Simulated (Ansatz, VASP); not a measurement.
## Sn in VASP and in Ansatz

INCAR

```
SYSTEM = Sn
ALGO = Normal
EDIFF = 1E-6
ENCUT = 500
GGA = PE
GGA_COMPAT = .False.
ISIF = 2
ISMEAR = 0
LASPH = .True.
LCHARG = .True.
LELF = .True.
LREAL = .False.
LVHAR = .True.
LWAVE = .False.
NBANDS = 13
NELM = 120
PREC = Accurate
SIGMA = 0.1
```

The input KPOINTS:

```
k-points
0
Gamma
  4 4 4
  0 0 0
```

File POSCAR:

```
Sn
1.0
   -1.8946518192      1.8946518192      1.8946518192
    1.8946518192     -1.8946518192      1.8946518192
    1.8946518192      1.8946518192     -1.8946518192
Sn
1
Direct
    0.0000000000      0.0000000000      0.0000000000
```

Input for Ansatz:

```yaml
crystal:
  lattice:
    - [-1.8946518192, 1.8946518192, 1.8946518192]
    - [1.8946518192, -1.8946518192, 1.8946518192]
    - [1.8946518192, 1.8946518192, -1.8946518192]
  atoms:
    - { symbol: Sn, position: [0.0, 0.0, 0.0] }
basis:
  ecutwfc: 420
kpoints:
  mp_grid: { grid: [4, 4, 4] }
hamiltonian:
  xc: pbe
scf:
  occupations: { method: gaussian, width: 0.1 }
  max_iter: 86
output:
  forces: true
  stress: true
  eigenvalues: true
```

Alike in both runs: task single point; functional PBE; k mesh 4 × 4 × 4; occupations gaussian, width 0.1 eV; no spin polarisation.

```csv
,VASP,Ansatz
version,VASP 6.6.1,Ansatz 0.2.0
potentials or method,"VASP PAW PBE potentials, release 64 (Sn_d), cutoff 500 eV","scalar-relativistic, plane waves, PAW"
valence electrons in the cell,14,14
```

```csv
,VASP,Ansatz,Ansatz less VASP
gap on the k mesh at the Fermi level (eV),none,none,-
pressure (GPa),0.7,0.8,+0.05
```

A gap of «none» marks a metal or a gap that the smearing closes. With one functional, cell and mesh, what is left measures potentials, basis and numerics.

The k mesh is coarse, so the values compare programs but aren't converged.
